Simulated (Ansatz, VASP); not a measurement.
**Two plane-wave programs on HgTe**

File INCAR:

```
  PREC = Accurate
  ENCUT = 520
  EDIFF = 1E-6
  ISMEAR = 0
  SIGMA = 0.1
  LREAL = False
  LASPH = True
  NELM = 100
  ALGO = Fast
  ISIF = 2
  LWAVE = False
  LCHARG = False
  GGA = PS
  NBANDS = 26
```

Contents of KPOINTS:

```
Automatic mesh
0
Gamma
  12 12 8
```

Contents of POSCAR:

```
HgTe
1.0
    3.2556397153      3.2556397153      0.0000000000
   -3.2556397153      3.2556397153      0.0000000000
    0.0000000000      0.0000000000      6.9019561965
Hg Te
2 2
Direct
    0.0000000000      0.0000000000      0.0000000000
    0.5000000000      0.5000000000      0.5000000000
    0.5000000000      0.0000000000      0.7500000000
    0.0000000000      0.5000000000      0.2500000000
```

Input for Ansatz:

```yaml
crystal:
  lattice:
    - [3.2556397153, 3.2556397153, 0.0]
    - [-3.2556397153, 3.2556397153, 0.0]
    - [0.0, 0.0, 6.9019561965]
  atoms:
    - { symbol: Hg, position: [0.0, 0.0, 0.0] }
    - { symbol: Hg, position: [0.5, 0.5, 0.5] }
    - { symbol: Te, position: [0.5, 0.0, 0.75] }
    - { symbol: Te, position: [0.0, 0.5, 0.25] }
basis:
  ecutwfc: 420
kpoints:
  mp_grid: { grid: [12, 12, 8] }
hamiltonian:
  xc: pbesol
scf:
  occupations: { method: gaussian, width: 0.1 }
output:
  forces: true
  stress: true
  eigenvalues: true
```

Change from the starting cell: strain along c alone, the other axes held, atoms relaxed: +6.0 %.

Alike in both runs: task single point; functional PBEsol; k mesh 12 × 12 × 8; occupations gaussian, width 0.1 eV; no spin polarisation.

```csv
,VASP,Ansatz
version,VASP 6.6.1,Ansatz 0.2.0
potentials or method,"VASP PAW PBE potentials, release 64 (Hg, Te), cutoff 520 eV","scalar-relativistic, plane waves, PAW"
valence electrons in the cell,36,72
```

VASP gave:

```
gap on the k mesh at the Fermi level (eV)                     : none
pressure (GPa)                                                : -2.1
traceless stress, the component that is largest in VASP (GPa) : -0.74
```

Q: Estimate Ansatz's values.

A: gap on the k mesh at the Fermi level (eV): none; pressure (GPa): -2.2; traceless stress, the component that is largest in VASP (GPa): -0.74.

VASP's potentials were made for PBE, not for PBEsol. A gap of «none» marks a metal or a gap that the smearing closes. VASP's potentials hold 36 valence electrons a cell and Ansatz's 72, so a difference there can come from the potentials and not from the codes.

Neither program's run includes spin-orbit coupling.
